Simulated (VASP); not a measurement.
# Mg (P6_3/mmc) in VASP: notebook

Mg is run at these levels: PBEsol; tasks: single point.

All numbers are computed with VASP 6.6.1; they aren't measurements. Logs are shortened: lines on timing, memory, paths and dates and some standing lists are left out, and cuts for length are marked.

## Step 1: The cell of the first run

Symmetry: P6_3/mmc, No. 194, hexagonal system. The conventional cell has a = 3.043 Å, b = 3.043 Å, c = 4.939 Å, α = 90.00°, β = 90.00°, γ = 120.00°. Mg (site symmetry -6m2) has 12 Mg at 3.03 to 3.04 Å within 4.0 Å.

## Step 2: Single point, PBEsol (19.80 Å³/atom)

Contents of INCAR:

```
PREC = Accurate
ENCUT = 520
EDIFF = 1E-7
ISMEAR = -1
SIGMA = 0.1
LREAL = False
LASPH = True
NELM = 100
ALGO = Normal
ISIF = 2
LWAVE = False
LCHARG = True
GGA = PS
LELF = True
LVHAR = True
NBANDS = 9
```

Contents of KPOINTS:

```
Automatic mesh
0
Gamma
  19 19 10
```

Contents of POSCAR:

```
Mg
1.0
    3.0425140639      0.0000000000      0.0000000000
   -1.5212570319      2.6348944707      0.0000000000
    0.0000000000      0.0000000000      4.9393032870
Mg
2
Direct
    0.3333333333      0.6666666667      0.2500000000
    0.6666666667      0.3333333333      0.7500000000
```

Potentials or basis: VASP PAW PBE potentials, release 64 (Mg).

Launch:

```console
$ cat potpaw_PBE.64/Mg/POTCAR > POTCAR
$ mpirun -np 1 vasp_std > vasp.out
```

OUTCAR:

```text
PREC = Accurate
   ENCUT = 520
   EDIFF = 1E-7
   ISMEAR = -1
   LREAL = False
   LASPH = True
   NELM = 100
   ISIF = 2
   GGA = PS

 ion  position               nearest neighbor table
   1  0.333  0.667  0.250-   2 3.03   2 3.03   2 3.03   2 3.03   2 3.03   2 3.03
   2  0.667  0.333  0.750-   1 3.03   1 3.03   1 3.03   1 3.03   1 3.03   1 3.03

  LATTYP: Found a hexagonal cell.
 ALAT       =     3.0425140639
 C/A-ratio  =     1.6234282515

  Lattice vectors:

 A1 = (   3.0425140639,   0.0000000000,   0.0000000000)
 A2 = (  -1.5212570319,   2.6348944707,   0.0000000000)
 A3 = (   0.0000000000,   0.0000000000,   4.9393032870)

Analysis of symmetry for initial positions (statically):
=====================================================================
 Subroutine PRICEL returns:
 Original cell was already a primitive cell.

 Routine SETGRP: Setting up the symmetry group for a
 hexagonal supercell.

 Subroutine GETGRP returns: Found 24 space group operations
 (whereof 12 operations were pure point group operations)
 out of a pool of 24 trial point group operations.

The static configuration has the point symmetry D_3d.
 The point group associated with its full space group is D_6h.

Analysis of symmetry for dynamics (positions and initial velocities):
=====================================================================
 Subroutine PRICEL returns:
 Original cell was already a primitive cell.

 Routine SETGRP: Setting up the symmetry group for a
 hexagonal supercell.

 Subroutine GETGRP returns: Found 24 space group operations
 (whereof 12 operations were pure point group operations)
 out of a pool of 24 trial point group operations.

The dynamic configuration has the point symmetry D_3d.
 The point group associated with its full space group is D_6h.

 Subroutine INISYM returns: Found 24 space group operations
 (whereof 12 operations are pure point group operations),
 and found     1 'primitive' translations

----------------------------------------------------------------------------------------

                                     Primitive cell

  volume of cell :      39.5969

  direct lattice vectors                    reciprocal lattice vectors
     3.042514064  0.000000000  0.000000000     0.328675555  0.189760920  0.000000000
    -1.521257032  2.634894471  0.000000000     0.000000000  0.379521841  0.000000000
     0.000000000  0.000000000  4.939303287     0.000000000  0.000000000  0.202457703

  length of vectors
     3.042514064  3.042514064  4.939303287     0.379521841  0.379521841  0.202457703

  position of ions in fractional coordinates (direct lattice)
     0.333333333  0.666666667  0.250000000
     0.666666667  0.333333333  0.750000000

  ion indices of the primitive-cell ions
   primitive index   ion index
                 1           1
                 2           2

----------------------------------------------------------------------------------------

 KPOINTS: Automatic mesh

Automatic generation of k-mesh.
 Grid dimensions read from file:
 generate k-points for:   19   19   10

 Generating k-lattice:

  Cartesian coordinates                     Fractional coordinates (reciprocal lattice)
     0.017298713  0.009987417  0.000000000     0.052631579 -0.000000000  0.000000000
     0.000000000  0.019974834  0.000000000     0.000000000  0.052631579  0.000000000
     0.000000000  0.000000000  0.020245770     0.000000000  0.000000000  0.100000000

  Length of vectors
     0.019974834  0.019974834  0.020245770

  Shift w.r.t. Gamma in fractional coordinates (k-lattice)
     0.000000000  0.000000000  0.000000000

 Subroutine IBZKPT returns following result:
 ===========================================

 Found    240 irreducible k-points:

 Following reciprocal coordinates:
            Coordinates               Weight
  0.000000  0.000000  0.000000      1.000000
  0.052632  0.000000  0.000000      6.000000
  0.105263  0.000000  0.000000      6.000000
  0.157895  0.000000  0.000000      6.000000
  0.210526  0.000000  0.000000      6.000000
  0.263158  0.000000  0.000000      6.000000
[... 16 lines left out ...]
  0.263158  0.105263  0.000000     12.000000
  0.315789  0.105263  0.000000     12.000000
 [... further k-points ...]
   k-points           NKPTS =    240   k-points in BZ     NKDIM =    240   number of bands    NBANDS=      9
   number of dos      NEDOS =    301   number of ions     NIONS =      2
   total plane-waves  NPLWV =  23040
   dimension x,y,z NGX =    24 NGY =   24 NGZ =   40
   dimension x,y,z NGXF=    48 NGYF=   48 NGZF=   80
   ions per type =               2
   NGX,Y,Z   is equivalent  to a cutoff of  13.11, 13.11, 13.46 a.u.
   NGXF,Y,Z  is equivalent  to a cutoff of  26.23, 26.23, 26.93 a.u.
 SYSTEM =  unknown system
   PREC   = accura    normal or accurate (medium, high low for compatibility)
   ISTART =      0    job   : 0-new  1-cont  2-samecut
   ICHARG =      2    charge: 1-file 2-atom 10-const
   ISPIN  =      1    spin polarized calculation?
   LNONCOLLINEAR =      F non collinear calculations
   LSORBIT =      F    spin-orbit coupling
   LASPH  =      T    aspherical Exc in radial PAW
   ENCUT  =  520.0 eV  38.22 Ry    6.18 a.u.   5.66  5.66  9.18*2*pi/ulx,y,z
   NELM   =    100;   NELMIN=  2; NELMDL= -5     # of ELM steps
   EDIFF  = 0.1E-06   stopping-criterion for ELM
   LREAL  =      F    real-space projection
   EDIFFG = 0.1E-05   stopping-criterion for IOM
   NSW    =      0    number of steps for IOM
   IBRION =     -1    ionic relax: 0-MD 1-quasi-New 2-CG
   NFREE  =      0    steps in history (QN), initial steepest desc. (CG)
   ISIF   =      2    stress and relaxation
   ISYM   =      2    0-nonsym 1-usesym 2-fastsym
   POTIM  = 0.5000    time-step for ionic-motion
   TEBEG  =    0.0;   TEEND  =   0.0 temperature during run
   PSTRESS=    0.0 pullay stress
   NELECT =       4.0000    total number of electrons
   NUPDOWN=      -1.0000    fix difference up-down
   EMIN   =  10.00;   EMAX   =-10.00  energy-range for DOS
   EFERMI =   0.00;   METHOD = LEGACY
   ISMEAR =    -1;   SIGMA  =   0.10  broadening in eV -4-tet -1-fermi 0-gaus
   EFERMI_NEDOS =   21; number of points for ismear=-14 and -15
   IALGO  =     38    algorithm
   IMIX   =      4    mixing-type and parameters
     AMIX     =   0.40;   BMIX     =  1.00
     AMIX_MAG =   1.60;   BMIX_MAG =  1.00
  volume/ion in A,a.u.               =      19.80       133.61
  Fermi-wavevector in a.u.,A,eV,Ry     =   0.762443  1.440809  7.909340  0.581320
  Thomas-Fermi vector in A             =   1.861906
   LORBIT       =      0    0 simple, 1 ext, 2 COOP (PROOUT), +10 PAW based schemes
   GGA     = PS    functional components
   LHFCALC =     F    Hartree Fock is set to
   AEXX    =    0.0000 exact exchange contribution
   IVDW    =     0    specifies the selected vdW correction
   LEPSILON=     F    determine dielectric tensor
   LRPA    =     F    only Hartree local field effects (RPA)
 non-spin polarized calculation
  energy-cutoff  :      520.00
  volume of cell :       39.60
 maximum number of plane-waves:      1093
 NGX is ok and might be reduce to    24
   NGX = 11   NGY = 11   NGZ = 19

 number of electron       4.0000000 magnetization

 Free energy of the ion-electron system (eV)
  ---------------------------------------------------
  ext. energy  EPLUGINS =         0.00000000
  ---------------------------------------------------
  free energy    TOTEN  =        -3.36354997 eV

  energy without entropy =       -3.33709420  energy(sigma->0) =       -3.35032209

 E-fermi :   3.4047     XC(G=0):  -9.0113

 val. band max:        3.3975170083   @ k =   0.3158   0.1053   0.1000
 cond. band min:       3.4139957981   @ k =   0.3158   0.2105   0.1000
 fundamental gap:      0.0164787898
 Fermi energy:         3.4046773187

 k-point     1 :       0.0000    0.0000    0.0000
  band No.  band energies     occupation
      1      -4.1840      2.00000
      2       1.4761      2.00000
      3       2.1756      1.99999
      4      15.2120      0.00000
      5      15.2120      0.00000
      6      15.6447      0.00000
      7      15.6447      0.00000
      8      16.1100      0.00000
      9      18.2621      0.00000

 k-point     2 :       0.0526    0.0000    0.0000
  band No.  band energies     occupation
      1      -4.1238      2.00000
      2       1.5300      2.00000
      3       2.2333      1.99998
      4      13.8713      0.00000
      5      14.5461      0.00000
      6      15.3443      0.00000
      7      16.3782      0.00000
      8      16.8113      0.00000
      9      18.7830      0.00000

 k-point     3 :       0.1053    0.0000    0.0000
  band No.  band energies     occupation
      1      -3.9433      2.00000
      2       1.6920      2.00000
      3       2.4053      1.99991
      4      12.1318      0.00000
      5      13.7897      0.00000
      6      14.5233      0.00000
      7      17.1418      0.00000
      8      17.1608      0.00000
      9      17.2865      0.00000

 k-point     4 :       0.1579    0.0000    0.0000
  band No.  band energies     occupation
      1      -3.6433      2.00000
      2       1.9621      2.00000
      3       2.6879      1.99846
      4      10.4150      0.00000
      5      13.1186      0.00000
      6      13.6169      0.00000
      7      15.4277      0.00000
      8      16.7327      0.00000
      9      17.8378      0.00000
[... 205 lines left out ...]
 k-point    22 :       0.2105    0.1053    0.0000
  band No.  band energies     occupation
      1      -2.5136      2.00000
      2       2.9910      1.96857
      3       3.6889      0.11020
      4       7.3727      0.00000
      5       9.4263      0.00000
      6      12.3289      0.00000
      7      13.3635      0.00000
      8      14.4779      0.00000
      9      15.6979      0.00000

 k-point    23 :       0.2632    0.1053    0.0000
  band No.  band energies     occupation
      1      -1.8668      2.00000
      2       3.5882      0.27525
      3       4.1192      0.00158
      4       6.0779      0.00000
      5       8.9227      0.00000
      6      10.8641      0.00000
      7      12.2166      0.00000
      8      14.0159      0.00000
      9      15.3822      0.00000

 k-point    24 :       0.3158    0.1053    0.0000
  band No.  band energies     occupation
      1      -1.1094      2.00000
      2       3.9265      0.01078
      3       4.2953      0.00027
      4       5.5773      0.00000
      5       8.4799      0.00000
      6       9.4976      0.00000
      7      11.1755      0.00000
      8      13.6738      0.00000
      9      15.1266      0.00000

 [... further k-points ...]

------------------------ aborting loop because EDIFF is reached ----------------------------------------

  FORCE on cell =-STRESS in cart. coord.  units (eV):
  Direction    XX          YY          ZZ          XY          YZ          ZX
  --------------------------------------------------------------------------------------
  -------------------------------------------------------------------------------------
  Total        1.5623360      1.5623360      1.5205255      0.0000000     -0.0000000      0.0000000
  in kB       63.2154914     63.2154914     61.5237453      0.0000000     -0.0000000      0.0000000
  external PRESSURE =      62.6515760 kB  Pullay stress =       0.0000000 kB

 VOLUME and BASIS-vectors are now :
 -----------------------------------------------------------------------------
  energy-cutoff  :      520.00
  volume of cell :       39.60
      direct lattice vectors                 reciprocal lattice vectors
     3.042514064  0.000000000  0.000000000     0.328675555  0.189760920  0.000000000
    -1.521257032  2.634894471  0.000000000     0.000000000  0.379521841  0.000000000
     0.000000000  0.000000000  4.939303287     0.000000000  0.000000000  0.202457703

 POSITION                                       TOTAL-FORCE (eV/Angst)
 -----------------------------------------------------------------------------------
     -0.00000      1.75660      1.23483        -0.000000      0.000000      0.000000
      1.52126      0.87830      3.70448         0.000000      0.000000      0.000000
 -----------------------------------------------------------------------------------
    total drift:                               -0.000000      0.000000     -0.000000

  FREE ENERGIE OF THE ION-ELECTRON SYSTEM (eV)
  ---------------------------------------------------
  free  energy   TOTEN  =        -3.3635499680 eV

  energy  without entropy=       -3.3370942026  energy(sigma->0) =       -3.35032209
```

Wall time 80 s (1 thread of Intel Xeon 8259CL, shared host); peak memory 0.22 GiB.

What came out:

```
Free energy            : -3.3635 eV
Pressure               : 6.3 GPa
Band gap on the k mesh : zero (bands 2 and 3 overlap by 2.21 eV)
```

Levels at points of the mesh, in eV from the Fermi level:
```csv
k point,band 1,band 2,band 3,band 4,band 5
"(0.00, 0.00, 0.00)",-7.59,-1.93,-1.23,11.81,11.81
"(0.00, 0.00, 0.50)",-6.05,-6.05,5.49,5.49,12.57
```

Caveat: the cell stands under pressure; the PAW data sets were made with another functional, which shifts forces and pressure a little.

## Step 3: Single point, PBEsol (20.70 Å³/atom)

This run uses another cell than the first one, of 20.70 Å³/atom.

Contents of INCAR:

```
PREC = Accurate
ENCUT = 520
EDIFF = 1E-7
ISMEAR = -1
SIGMA = 0.1
LREAL = False
LASPH = True
NELM = 60
ALGO = Normal
ISIF = 2
LWAVE = False
LCHARG = False
GGA = PS
NBANDS = 9
```

Contents of KPOINTS:

```
regular mesh
0
Gamma
  19 19 10
```

Contents of POSCAR:

```
Mg
1.0
    3.0879314174      0.0000000000      0.0000000000
   -1.5439657087      2.6742270526      0.0000000000
    0.0000000000      0.0000000000      5.0130351019
Mg
2
Direct
    0.3333333333      0.6666666667      0.2500000000
    0.6666666667      0.3333333333      0.7500000000
```

Potentials or basis: VASP PAW PBE potentials, release 64 (Mg).

Launch:

```console
$ cat potpaw_PBE.64/Mg/POTCAR > POTCAR
$ mpirun -np 1 vasp_std > vasp.out
```

Run time: 72 s. Hardware: 1 thread of Intel Xeon 8259CL, shared host; peak memory 0.22 GiB.

Results (log left out):

```
Free energy            : -3.4194 eV
Pressure               : 3.8 GPa
Band gap on the k mesh : zero (bands 2 and 3 overlap by 2.20 eV)
```

Stress tensor (GPa, compression positive):
```
3.79 0.00 0.00
0.00 3.79 0.00
0.00 0.00 3.68
```

Levels at points of the mesh, in eV from the Fermi level:
```
           k point  band 1  band 2  band 3  band 4  band 5  band 6
(0.00, 0.00, 0.00)   -7.39   -1.86   -1.23   11.54   11.54   11.87
(0.00, 0.00, 0.50)   -5.90   -5.90    5.35    5.35   12.29   12.29
```

Caveat: the cell stands under pressure; the PAW data sets were made with another functional, which shifts forces and pressure a little.

## Step 4: Single point, PBEsol (21.60 Å³/atom)

This run uses another cell than the first one, of 21.60 Å³/atom.

Contents of INCAR:

```
SYSTEM = Mg
  PREC = Accurate
  ENCUT = 520
  EDIFF = 1E-7
  ISMEAR = -1
  SIGMA = 0.1
  LREAL = .FALSE.
  LASPH = .TRUE.
  NELM = 80
  ALGO = Normal
  ISIF = 2
  LWAVE = .FALSE.
  LCHARG = .FALSE.
  GGA = PS
  NBANDS = 9
```

Contents of KPOINTS:

```
regular mesh
0
G
  19 19 10
  0 0 0
```

Contents of POSCAR:

```
Mg
1.0
    3.1320506841      0.0000000000      0.0000000000
   -1.5660253420      2.7124354584      0.0000000000
    0.0000000000      0.0000000000      5.0846595659
Mg
2
Direct
    0.3333333333      0.6666666667      0.2500000000
    0.6666666667      0.3333333333      0.7500000000
```

Launch:

```console
$ cat potpaw_PBE.64/Mg/POTCAR > POTCAR
$ mpirun -np 1 vasp_std > vasp.out
```

Wall time 73 s (1 thread of Intel Xeon 8259CL, shared host); peak memory 0.23 GiB.

Results (log left out):

```
Free energy            : -3.4498 eV
Pressure               : 1.7 GPa
Band gap on the k mesh : zero (bands 2 and 3 overlap by 2.19 eV)
```

Levels at points of the mesh, in eV from the Fermi level:
```
           k point  band 1  band 2  band 3  band 4  band 5  band 6
(0.00, 0.00, 0.00)   -7.20   -1.79   -1.24   11.28   11.28   11.52
(0.00, 0.00, 0.50)   -5.75   -5.75    5.22    5.22   12.03   12.03
```

Caveat: the PAW data sets were made with another functional, which shifts forces and pressure a little.

## Step 5: Summary

| cell | gap on the mesh (eV) | pressure (GPa) |
| --- | --- | --- |
| a = 3.043, b = 3.043, c = 4.939 Å, angles 90.0, 90.0, 120.0°, 2 atoms | none | 6.3 |
| a = 3.088, b = 3.088, c = 5.013 Å, angles 90.0, 90.0, 120.0°, 2 atoms | none | 3.8 |
| a = 3.132, b = 3.132, c = 5.085 Å, angles 90.0, 90.0, 120.0°, 2 atoms | none | 1.7 |

Alike in all rows: task single point; level PBEsol; potentials or basis VASP PAW PBE potentials, release 64 (Mg); no spin polarisation; k mesh 19 × 19 × 10; cutoff (eV) 520; smearing fermi-dirac 0.1 eV.

Caveats: the PAW data sets were made with another functional, which shifts forces and pressure a little; the cell stands under pressure (at least some runs).

Absolute energies hang on the potentials; compare differences alone.
